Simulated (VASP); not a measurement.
**Li2IF: single point with PBE**

The system is Li2IF.

```xyz
4
Lattice="1.9169 1.1067 5.8190 -1.9169 1.1067 5.8190 0.0000 -2.2134 5.8190" Properties=species:S:1:pos:R:3 pbc="T T T"
F     1.9169    1.1067    5.8190
I     0.0000    0.0000    8.7286
Li    0.0000    0.0000    4.7484
Li    0.0000    0.0000   12.7087
```

This cell differs from its parent crystal: volume changed by +5%.

* Program: VASP 6.6.1
* Task: single point
* Functional: PBE
* Potentials or basis: VASP PAW PBE potentials, release 64 (F, I, Li_sv)
* Cutoff: 520 eV
* k mesh: 4 × 4 × 4
* Occupations: gaussian, width 0.01 eV
* Spin: no spin polarisation

```yaml
Largest_force: 0.068 eV/Å
Band_gap_on_the_k_mesh: 2.06 eV, direct
```

Forces on the atoms (eV/Å):
```
F    0.000  0.000  0.000
I    0.000  0.000  0.000
Li   0.000  0.000 -0.068
Li   0.000  0.000  0.068
```

Levels at points of the mesh, in eV from the valence-band top:
```csv
k point,band 8,band 9,band 10,band 11,band 12,band 13
"(0.00, 0.00, 0.00)",-2.11,0.00,0.00,2.06,5.45,7.07
"(0.50, 0.00, 0.00)",-3.70,-2.33,-1.05,4.65,5.11,5.62
"(0.50, 0.50, 0.00)",-3.13,-1.80,-0.97,3.63,4.72,6.11
"(0.50, 0.50, 0.50)",-3.27,-0.03,-0.03,3.65,5.59,6.88
```

Wall time 35 s on 1 thread of Intel(R) Xeon(R) Platinum 8488C (Sapphire Rapids), on a shared host, peak memory 0.3 GiB.

Caveat: the k points lie up to 0.48 Å⁻¹ apart; spin-orbit coupling is left out, which moves the levels of the heavy elements.
